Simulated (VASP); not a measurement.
Here is a VASP 6.6.1 calculation.

Contents of INCAR:

```
PREC = Accurate
ENCUT = 520
EDIFF = 1E-6
ISMEAR = 0
SIGMA = 0.05
LREAL = False
LASPH = True
NELM = 80
ALGO = Normal
ISIF = 2
LWAVE = False
LCHARG = False
GGA = CA
NBANDS = 16
```

KPOINTS

```
regular mesh
0
Gamma
  12 12 6
```

The input POSCAR:

```
SiC
1.0
    3.1125233865      0.0000000000      0.0000000000
   -1.5562616933      2.6955243226      0.0000000000
    0.0000000000      0.0000000000      4.8362388379
Si C
2 2
Direct
    0.3333333333      0.6666666667      0.0046041256
    0.6666666667      0.3333333333      0.5046041256
    0.3333333333      0.6666666667      0.3803958744
    0.6666666667      0.3333333333      0.8803958744
```

Potentials or basis: VASP PAW LDA potentials, release 64 (Si, C).

Command:

```console
$ cat potpaw_LDA.64/Si/POTCAR potpaw_LDA.64/C/POTCAR > POTCAR
$ mpirun -np 1 vasp_std > vasp.out
```

(1) What does it give for the pressure?

(2) Predict the band gap on the k mesh.

Answers

(1) 1.2 GPa.

(2) 2.21 eV, indirect (least direct gap 3.38 eV).
